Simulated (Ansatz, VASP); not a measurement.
Two plane-wave programs on TaSi

```xyz
2
Lattice="0.0000 2.8852 2.8852 2.8852 0.0000 2.8852 2.8852 2.8852 0.0000" Properties=species:S:1:pos:R:3 pbc="T T T"
Ta    0.0000    0.0000    0.0000
Si    1.4426    1.4426    1.4426
```

Alike in both runs: functional PBE; k mesh 10 × 10 × 10; occupations fermi-dirac, width 0.08 eV; no spin polarisation.

Ansatz relaxed the structure, and its values are those at the end. VASP's run is a single point on that final structure, the one shown.

|  | VASP | Ansatz |
| --- | --- | --- |
| version | VASP 6.6.1 | Ansatz 0.2.0 |
| potentials or method | VASP PAW PBE potentials, release 64 (Ta_pv, Si) | PAW with Ansatz's default frozen-core files, scalar-relativistic |
| plane-wave cutoff (eV) | 520 | 420 |
| valence electrons in the cell | 15 | 17 |

```tsv
	VASP	Ansatz	Ansatz less VASP
pressure (GPa)	0.0	0.0	-0.02
```

The functional is the same, so the differences come from potentials, cutoffs and numerics. VASP's potentials hold 15 valence electrons a cell and Ansatz's 17, so a difference there can come from the potentials and not from the codes.

Spin-orbit coupling is off throughout.
